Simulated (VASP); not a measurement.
# ScH3Br2 (P6/mmm) in VASP: single point with PBE

Aim: the single point of ScH3Br2 with PBE.

Program: VASP 6.6.1. These are calculated values, not measurements. Logs are shortened: lines on timing, memory, paths and dates and some standing lists are left out, and cuts for length are marked.

### 1 The cell of the first run

It takes space group P6/mmm (No. 191, hexagonal). Conventional cell: a = 5.933 Å, b = 5.933 Å, c = 3.455 Å, α = 90.00°, β = 90.00°, γ = 120.00°. Within 4.5 Å of Sc (site symmetry 6/mmm) lie 6 Br at 3.43 Å and 12 H at 3.43 Å and 2 Sc at 3.45 Å. Within 3.2 Å of H (site symmetry mmm) lie 4 Br at 2.43 Å and 4 H at 2.97 Å. Within 3.2 Å of Br (site symmetry -6m2) lie 6 H at 2.43 Å.

### 2 Single point, PBE

File INCAR:

```
SYSTEM = ScH3Br2
ALGO = Normal
EDIFF = 1E-7
ENCUT = 520
GGA = PE
ISIF = 2
ISMEAR = 0
LASPH = .True.
LCHARG = .False.
LREAL = .False.
LWAVE = .False.
NBANDS = 23
NELM = 80
PREC = Accurate
SIGMA = 0.1
```

File KPOINTS:

```
k-points
0
Gamma
  3 3 6
  0 0 0
```

File POSCAR:

```
ScH3Br2
1.0
    5.9326011100      0.0000000000      0.0000000000
   -2.9663005600      5.1377832700      0.0000000000
    0.0000000000      0.0000000000      3.4549242400
Sc H Br
1 3 2
Direct
    0.0000000000      0.0000000000      0.0000000000
    0.5000000000      0.0000000000      0.5000000000
    0.5000000000      0.5000000000      0.5000000000
    0.0000000000      0.5000000000      0.5000000000
    0.3333333300      0.6666666700      0.0000000000
    0.6666666700      0.3333333300      0.0000000000
```

Potentials or basis: VASP PAW PBE potentials, release 64 (Sc_sv, H, Br).

Started as:

```
$ cat potpaw_PBE.64/Sc_sv/POTCAR potpaw_PBE.64/H/POTCAR potpaw_PBE.64/Br/POTCAR > POTCAR
$ mpirun -np 1 vasp_std > vasp.out
```

OUTCAR:

```text
SYSTEM = ScH3Br2
   EDIFF = 1E-7
   ENCUT = 520
   GGA = PE
   ISIF = 2
   ISMEAR = 0
   LASPH = .True.
   LREAL = .False.
   NELM = 80
   PREC = Accurate

 ion  position               nearest neighbor table
   1  0.000  0.000  0.000-
   2  0.500  0.000  0.500-
   3  0.500  0.500  0.500-
   4  0.000  0.500  0.500-
   5  0.333  0.667  0.000-
   6  0.667  0.333  0.000-

  LATTYP: Found a hexagonal cell.
 ALAT       =     5.9326011100
 C/A-ratio  =     0.5823624707

  Lattice vectors:

 A1 = (   5.9326011100,   0.0000000000,   0.0000000000)
 A2 = (  -2.9663005600,   5.1377832700,   0.0000000000)
 A3 = (   0.0000000000,   0.0000000000,   3.4549242400)

Analysis of symmetry for initial positions (statically):
=====================================================================
 Subroutine PRICEL returns:
 Original cell was already a primitive cell.

 Routine SETGRP: Setting up the symmetry group for a
 hexagonal supercell.

 Subroutine GETGRP returns: Found 24 space group operations
 (whereof 24 operations were pure point group operations)
 out of a pool of 24 trial point group operations.

The static configuration has the point symmetry D_6h.

Analysis of symmetry for dynamics (positions and initial velocities):
=====================================================================
 Subroutine PRICEL returns:
 Original cell was already a primitive cell.

 Routine SETGRP: Setting up the symmetry group for a
 hexagonal supercell.

 Subroutine GETGRP returns: Found 24 space group operations
 (whereof 24 operations were pure point group operations)
 out of a pool of 24 trial point group operations.

The dynamic configuration has the point symmetry D_6h.

 Subroutine INISYM returns: Found 24 space group operations
 (whereof 24 operations are pure point group operations),
 and found     1 'primitive' translations

----------------------------------------------------------------------------------------

                                     Primitive cell

  volume of cell :     105.3075

  direct lattice vectors                    reciprocal lattice vectors
[... 80 lines left out ...]
   ENCUT  =  520.0 eV  38.22 Ry    6.18 a.u.  11.03 11.03  6.42*2*pi/ulx,y,z
   NELM   =     80;   NELMIN=  2; NELMDL= -5     # of ELM steps
   EDIFF  = 0.1E-06   stopping-criterion for ELM
   LREAL  =      F    real-space projection
   EDIFFG = 0.1E-05   stopping-criterion for IOM
   NSW    =      0    number of steps for IOM
   IBRION =     -1    ionic relax: 0-MD 1-quasi-New 2-CG
   NFREE  =      0    steps in history (QN), initial steepest desc. (CG)
   ISIF   =      2    stress and relaxation
   ISYM   =      2    0-nonsym 1-usesym 2-fastsym
   POTIM  = 0.5000    time-step for ionic-motion
   TEBEG  =    0.0;   TEEND  =   0.0 temperature during run
   PSTRESS=    0.0 pullay stress
   NELECT =      28.0000    total number of electrons
   NUPDOWN=      -1.0000    fix difference up-down
   EMIN   =  10.00;   EMAX   =-10.00  energy-range for DOS
   EFERMI =   0.00;   METHOD = LEGACY
   ISMEAR =     0;   SIGMA  =   0.10  broadening in eV -4-tet -1-fermi 0-gaus
   EFERMI_NEDOS =   21; number of points for ismear=-14 and -15
   IALGO  =     38    algorithm
   IMIX   =      4    mixing-type and parameters
     AMIX     =   0.40;   BMIX     =  1.00
     AMIX_MAG =   1.60;   BMIX_MAG =  1.00
  volume/ion in A,a.u.               =      17.55       118.44
  Fermi-wavevector in a.u.,A,eV,Ry     =   1.052707  1.989329 15.077880  1.108193
  Thomas-Fermi vector in A             =   2.187801
   LORBIT       =      0    0 simple, 1 ext, 2 COOP (PROOUT), +10 PAW based schemes
   GGA     = PE    functional components
   LHFCALC =     F    Hartree Fock is set to
   AEXX    =    0.0000 exact exchange contribution
   IVDW    =     0    specifies the selected vdW correction
   LEPSILON=     F    determine dielectric tensor
   LRPA    =     F    only Hartree local field effects (RPA)
 non-spin polarized calculation
 Gauss-broadening in eV      SIGMA  =   0.10
  energy-cutoff  :      520.00
  volume of cell :      105.31
 maximum number of plane-waves:      2855
 NGX is ok and might be reduce to    48
   NGX = 23   NGY = 23   NGZ = 13

 number of electron      27.9999998 magnetization

 Free energy of the ion-electron system (eV)
  ---------------------------------------------------
  ext. energy  EPLUGINS =         0.00000000
  ---------------------------------------------------
  free energy    TOTEN  =       -14.70581166 eV

  energy without entropy =      -14.67674164  energy(sigma->0) =      -14.69127665

 E-fermi :   2.5422     XC(G=0):  -8.8422

 val. band max:        2.5282072324   @ k =   0.3333   0.3333   0.3333
 cond. band min:       2.5986528861   @ k =   0.3333   0.0000   0.1667
 fundamental gap:      0.0704456537
 Fermi energy:         2.5422434965

 k-point     1 :       0.0000    0.0000    0.0000
  band No.  band energies     occupation
      1     -48.7902      2.00000
      2     -27.4668      2.00000
      3     -27.4668      2.00000
      4     -27.1227      2.00000
      5     -13.8434      2.00000
      6     -12.9900      2.00000
[... 301 lines left out ...]
     22       6.5150      0.00000
     23       9.4763      0.00000

------------------------ aborting loop because EDIFF is reached ----------------------------------------

  FORCE on cell =-STRESS in cart. coord.  units (eV):
  Direction    XX          YY          ZZ          XY          YZ          ZX
  --------------------------------------------------------------------------------------
  -------------------------------------------------------------------------------------
  Total       -5.5660951     -5.5660951     -2.2207456      0.0000000      0.0000000      0.0000000
  in kB      -84.6840744    -84.6840744    -33.7870230      0.0000001      0.0000000      0.0000000
  external PRESSURE =     -67.7183906 kB  Pullay stress =       0.0000000 kB

 VOLUME and BASIS-vectors are now :
 -----------------------------------------------------------------------------
  energy-cutoff  :      520.00
  volume of cell :      105.31
      direct lattice vectors                 reciprocal lattice vectors
     5.932601110  0.000000000  0.000000000     0.168560128  0.097318235  0.000000000
    -2.966300560  5.137783270  0.000000000     0.000000000  0.194636470  0.000000000
     0.000000000  0.000000000  3.454924240     0.000000000  0.000000000  0.289441947

 POSITION                                       TOTAL-FORCE (eV/Angst)
 -----------------------------------------------------------------------------------
      0.00000      0.00000      0.00000         0.000000      0.000000      0.000000
      2.96630      0.00000      1.72746         0.000000      0.000000      0.000000
      1.48315      2.56889      1.72746         0.000000      0.000000      0.000000
     -1.48315      2.56889      1.72746         0.000000      0.000000      0.000000
     -0.00000      3.42519      0.00000         0.000000      0.000000     -0.000000
      2.96630      1.71259      0.00000        -0.000000     -0.000000      0.000000
 -----------------------------------------------------------------------------------
    total drift:                               -0.000000      0.000000     -0.000000

  FREE ENERGIE OF THE ION-ELECTRON SYSTEM (eV)
  ---------------------------------------------------
  free  energy   TOTEN  =       -14.7058116644 eV

  energy  without entropy=      -14.6767416368  energy(sigma->0) =      -14.69127665
```

OSZICAR:

```text
N       E                     dE             d eps       ncg     rms          rms(c)
DAV:   1     0.228932529105E+03    0.22893E+03   -0.11613E+04   552   0.109E+03
DAV:   2     0.998866426556E+01   -0.21894E+03   -0.20949E+03   582   0.309E+02
DAV:   3    -0.167431456479E+02   -0.26732E+02   -0.25251E+02   826   0.933E+01
DAV:   4    -0.179157786274E+02   -0.11726E+01   -0.11520E+01   648   0.205E+01
DAV:   5    -0.179557266626E+02   -0.39948E-01   -0.39896E-01   734   0.435E+00    0.126E+01
DAV:   6    -0.159882245065E+02    0.19675E+01   -0.20350E+01   737   0.171E+01    0.871E+00
DAV:   7    -0.150579736376E+02    0.93025E+00   -0.10046E+01   732   0.208E+01    0.533E+00
DAV:   8    -0.147267003523E+02    0.33127E+00   -0.57448E-01   738   0.523E+00    0.237E+00
DAV:   9    -0.147340190263E+02   -0.73187E-02   -0.20385E-01   739   0.334E+00    0.128E+00
DAV:  10    -0.147062521922E+02    0.27767E-01   -0.11292E-01   732   0.239E+00    0.236E-01
DAV:  11    -0.147058371164E+02    0.41508E-03   -0.22906E-03   704   0.246E-01    0.854E-02
DAV:  12    -0.147060001165E+02   -0.16300E-03   -0.26690E-04   787   0.138E-01    0.989E-02
DAV:  13    -0.147058155300E+02    0.18459E-03   -0.28258E-04   745   0.155E-01    0.163E-02
DAV:  14    -0.147058122107E+02    0.33193E-05   -0.10741E-05   763   0.194E-02    0.828E-03
DAV:  15    -0.147058116215E+02    0.58923E-06   -0.24310E-06   824   0.115E-02    0.310E-03
DAV:  16    -0.147058116644E+02   -0.42919E-07   -0.61060E-07   725   0.633E-03
   1 F= -.14705812E+02 E0= -.14691277E+02  d E =-.290700E-01
```

It took 22 s on 1 thread of Intel Xeon Platinum 8559C (Emerald Rapids), shared host; peak memory 0.24 GiB.

What came out:

* Free energy: -14.7058 eV
* Pressure: -6.8 GPa
* Band gap on the k mesh: zero (band 14 reaches 2.67 eV, above the bottom of band 15 at 1.95 eV)

Caveat: the k points lie up to 0.41 Å⁻¹ apart.
